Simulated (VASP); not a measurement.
A run of VASP 6.6.1 is set up as follows.

The input INCAR:

```
SYSTEM = LiSi3N2
PREC = Accurate
ENCUT = 520
EDIFF = 1E-6
ISMEAR = 0
SIGMA = 0.1
LREAL = .FALSE.
LASPH = .TRUE.
NELM = 80
ALGO = Normal
ISIF = 2
LWAVE = .FALSE.
LCHARG = .FALSE.
GGA = PE
NBANDS = 22
```

Contents of KPOINTS:

```
Automatic mesh
0
G
  6 6 2
  0 0 0
```

Contents of POSCAR:

```
LiSi3N2
1.0
    2.6679279414      0.0000000000      0.0000000000
    0.0000000000      2.6679279414      0.0000000000
    0.0000000000      0.0000000000      9.5679379060
Li Si N
1 3 2
Direct
    0.0000000000      0.0000000000      0.0000000000
    0.5000000000      0.5000000000      0.2493607698
    0.5000000000      0.5000000000      0.5000000000
    0.5000000000      0.5000000000      0.7506392302
    0.0000000000      0.0000000000      0.2092902986
    0.0000000000      0.0000000000      0.7907097014
```

Potentials or basis: VASP PAW PBE potentials, release 64 (Li_sv, Si, N).

Command:

```bash
$ cat potpaw_PBE.64/Li_sv/POTCAR potpaw_PBE.64/Si/POTCAR potpaw_PBE.64/N/POTCAR > POTCAR
$ mpirun -np 1 vasp_std > vasp.out
```

(1) Estimate the band gap on the k mesh.

(2) Predict the largest force.

Answers

(1) zero (an odd number of electrons rules out a gap without spin polarisation).

(2) 0.011 eV/Å.

Caveat: the k points lie up to 0.39 Å⁻¹ apart, too coarse for converged energies and pressures of a metal.
